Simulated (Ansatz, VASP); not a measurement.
**BeTe: VASP beside Ansatz**

File INCAR:

```
PREC = Accurate
ENCUT = 600
EDIFF = 1E-6
ISMEAR = 0
SIGMA = 0.05
LREAL = False
LASPH = True
NELM = 120
ALGO = Normal
ISIF = 2
LWAVE = False
LCHARG = False
GGA = PS
NBANDS = 11
GGA_COMPAT = False
```

The input KPOINTS:

```
Automatic mesh
0
Gamma
  6 6 6
```

POSCAR

```
BeTe
1.0
    0.0000000000      2.6832298771      2.6832298771
    2.6832298771      0.0000000000      2.6832298771
    2.6832298771      2.6832298771      0.0000000000
Be Te
1 1
Direct
    0.0000000000      0.0000000000      0.0000000000
    0.5000000000      0.5000000000      0.5000000000
```

Input for Ansatz:

```yaml
crystal:
  lattice:
    - [0.0, 2.6832298771, 2.6832298771]
    - [2.6832298771, 0.0, 2.6832298771]
    - [2.6832298771, 2.6832298771, 0.0]
  atoms:
    - { symbol: Be, position: [0.0, 0.0, 0.0] }
    - { symbol: Te, position: [0.5, 0.5, 0.5] }
kpoints:
  mp_grid: { grid: [6, 6, 6] }
hamiltonian:
  xc: pbesol
scf:
  occupations: { method: gaussian, width: 0.05 }
  n_extra_bands: 4
output:
  forces: true
  stress: true
  eigenvalues: true
```

Alike in both runs: task single point; functional PBEsol; k mesh 6 × 6 × 6; occupations gaussian, width 0.05 eV; no spin polarisation.

|  | VASP | Ansatz |
| --- | --- | --- |
| version | VASP 6.6.1 | Ansatz 0.2.0 |
| potentials or method | VASP PAW PBE potentials, release 64 (Be, Te) | plane waves |
| plane-wave cutoff (eV) | 600 | 420 |
| valence electrons in the cell | 8 | 18 |

VASP gave:

```
pressure (GPa) : -2.4
```

Estimate Ansatz's values.

pressure (GPa): -2.5.

VASP's potentials were made for PBE, not for PBEsol. The functional is the same, so the differences come from potentials, cutoffs and numerics. VASP's potentials hold 8 valence electrons a cell and Ansatz's 18, so a difference there can come from the potentials and not from the codes.

Neither program's run includes spin-orbit coupling.
